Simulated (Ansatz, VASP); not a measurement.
**One calculation of SrO, two programs**

```
CELL_PARAMETERS angstrom
0.00000 2.56390 2.56390
2.56390 0.00000 2.56390
2.56390 2.56390 0.00000
ATOMIC_POSITIONS crystal
Sr 0.00000 0.00000 0.00000
O 0.50000 0.50000 0.50000
```

Change from the starting cell: hydrostatic strain -0.6%.

Alike in both runs: task single point; functional PBE; k mesh 8 × 8 × 8; occupations fermi-dirac, width 0.02 eV; no spin polarisation.

|  | VASP | Ansatz |
| --- | --- | --- |
| version | VASP 6.6.1 | Ansatz 0.2.0 |
| potentials or method | VASP PAW PBE potentials, release 64 (Sr_sv, O) | plane waves, PAW |
| plane-wave cutoff (eV) | 520 | 420 |
| valence electrons in the cell | 16 | 16 |

```csv
,VASP,Ansatz,Ansatz less VASP
gap on the k mesh at the Fermi level (eV),3.26,3.31,+0.050
pressure (GPa),4.2,3.6,-0.60
```

The functional is the same, so the differences come from potentials, cutoffs and numerics.
